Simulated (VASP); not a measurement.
The system is Si2PRh2.

```
CELL_PARAMETERS angstrom
0.00000 3.91306 0.00000
3.91306 0.00000 0.00000
1.95653 1.95653 -4.80216
ATOMIC_POSITIONS crystal
Si 0.36200 0.36200 0.27600
Si 0.63800 0.63800 0.72400
P 0.00000 0.00000 0.00000
Rh 0.75000 0.25000 0.50000
Rh 0.25000 0.75000 0.50000
```

Base run:

| Property | Result |
| --- | --- |
| Program | VASP 6.6.1 |
| Functional | PBE |
| Potentials or basis | VASP PAW PBE potentials, release 64 (Si, P, Rh_pv) |
| Cutoff | 520 eV |
| k mesh | 5 × 5 × 5 |
| Occupations | gaussian, width 0.0164 eV |
| Spin | no spin polarisation |

Its results: band gap on the k mesh zero (an odd number of electrons rules out a gap without spin polarisation); pressure 21.3 GPa; largest force 4.700 eV/Å.

Question: The run is repeated on the same cell with these changes: functional from PBE to revPBE; further incar settings from ALGO = Normal; EDIFF = 1e-07; NBANDS = 30 to ALGO = Normal; EDIFF = 1e-06; NBANDS = 30; ISYM = 0. What comes out?

Answer: Band gap on the k mesh zero (an odd number of electrons rules out a gap without spin polarisation); pressure 23.2 GPa; largest force 4.817 eV/Å.

Caveats: an odd number of electrons without spin polarisation forces a metal; a magnetic or distorted state may lie lower; the stress differs along the axes, from 8 to 28 GPa (at least some runs); the stress differs along the axes, from 10 to 30 GPa (at least some runs); the PAW data sets were made with another functional, which shifts forces and pressure a little (at least some runs).
